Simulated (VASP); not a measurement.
Input of a VASP 6.6.1 run:

The input INCAR:

```
SYSTEM = Ge
PREC     = Accurate       ! precision mode
ENCUT    = 520            ! plane-wave cutoff, eV
EDIFF    = 1E-6           ! SCF threshold, eV
ISMEAR   = 0              ! smearing method
SIGMA    = 0.15           ! smearing width, eV
LREAL    = .False.        ! projectors in reciprocal space
LASPH    = .True.         ! aspherical terms in the spheres
NELM     = 80             ! most SCF steps
ALGO     = Normal         ! electronic algorithm
ISIF     = 2              ! what is computed and relaxed
LWAVE    = .False.        ! write WAVECAR
LCHARG   = .False.        ! write CHGCAR
GGA      = PS             ! functional
NBANDS   = 13             ! bands
```

Contents of KPOINTS:

```
Automatic mesh
0
Gamma
  22 22 20
  0 0 0
```

Contents of POSCAR:

```
Ge
1.0
    1.4365258600     -2.6738082218      0.0000000000
    1.4365258600      2.6738082218      0.0000000000
    0.0000000000      0.0000000000      2.5523350187
Ge
1
Direct
    0.5000000000      0.5000000000      0.0000000000
```

Potentials or basis: VASP PAW PBE potentials, release 64 (Ge_d).

The run is started by

```bash
$ cat potpaw_PBE.64/Ge_d/POTCAR > POTCAR
$ mpirun -np 1 vasp_std > vasp.out
```

Question: Predict the band gap on the k mesh.

Answer: Zero (band 7 reaches 12.09 eV, above the bottom of band 8 at 2.98 eV).

Question: What does it give for the pressure?

Answer: -3.3 GPa.

Stress tensor (GPa, compression positive):
```
-7.27  0.00  0.00
 0.00 -8.77  0.00
 0.00  0.00  6.09
```

Caveat: the PAW data sets were made with another functional, which shifts forces and pressure a little.
